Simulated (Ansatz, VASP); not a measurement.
# Two plane-wave programs on BN

```xyz
2
Lattice="0.0000 3.4953 2.1661 1.2516 0.0000 2.1661 1.2516 3.4953 0.0000" Properties=species:S:1:pos:R:3 pbc="T T T"
B     1.2516    3.4953    0.0002
N     1.2516    3.4953    2.8881
```

Alike in both runs: task relaxation of cell and atoms; functional PBE; k mesh 6 × 6 × 6; occupations gaussian, width 0.02 eV; no spin polarisation.

|  | VASP | Ansatz |
| --- | --- | --- |
| version | VASP 6.6.1 | Ansatz 0.2.0 |
| potentials or method | VASP PAW PBE potentials, release 64 (B, N), cutoff 600 eV | scalar-relativistic, plane waves, PAW |
| valence electrons in the cell | 8 | 8 |

Ansatz gave:

* gap on the k mesh at the Fermi level, each at its own relaxed structure (eV): 4.34
* relaxed volume (Å³/atom): 11.54
* relaxed cell length with the largest relative difference (Å): 4.407

Q: What did VASP give for the same quantities?

A: gap on the k mesh at the Fermi level, each at its own relaxed structure (eV): 4.23; relaxed volume (Å³/atom): 10.77; relaxed cell length with the largest relative difference (Å): 4.138.

One of these differences is far larger than is usual between the two programs; its cause wasn't traced.

The k mesh is coarse, so the values compare programs but aren't converged.
